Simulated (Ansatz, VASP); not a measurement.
One calculation of InSe, two programs

```xyz
4
Lattice="5.8563 -2.3865 -0.1262 5.6174 1.7040 -0.2426 -1.6976 -0.0278 4.3361" Properties=species:S:1:pos:R:3 pbc="T T T"
In    9.9815   -0.3699   -0.1954
In   -0.3370   -0.1633    3.9709
Se    6.4412   -0.6475    2.6192
Se    3.4666   -0.2397    1.5398
```

Change from the starting cell: all atoms moved at random, sigma 0.15 Å a component, cell strained at random, sigma 0.1.

Alike in both runs: task single point; functional PBEsol; k mesh 8 × 8 × 6; occupations gaussian, width 0.05 eV; no spin polarisation.

|  | VASP | Ansatz |
| --- | --- | --- |
| version | VASP 6.6.1 | Ansatz 0.2.0 |
| potentials or method | VASP PAW PBE potentials, release 64 (In_d, Se), cutoff 520 eV | scalar-relativistic, plane waves, PAW |
| valence electrons in the cell | 38 | 58 |

|  | VASP | Ansatz | Ansatz less VASP |
| --- | --- | --- | --- |
| gap on the k mesh at the Fermi level (eV) | 0.63 | 0.65 | +0.014 |
| least direct gap on the mesh (eV) | 0.85 | 0.86 | +0.010 |
| pressure (GPa) | 6.3 | 6.2 | -0.10 |
| traceless stress, the component that is largest in VASP (GPa) | 3.49 | 3.49 | -0.004 |
| rms of the force components (eV/Å) | 1.365 | 1.354 | -0.0108 |

VASP's potentials were made for PBE, not for PBEsol. Atom by atom the forces differ by 0.013 eV/Å (rms over components). VASP's potentials hold 38 valence electrons a cell and Ansatz's 58, so a difference there can come from the potentials and not from the codes.
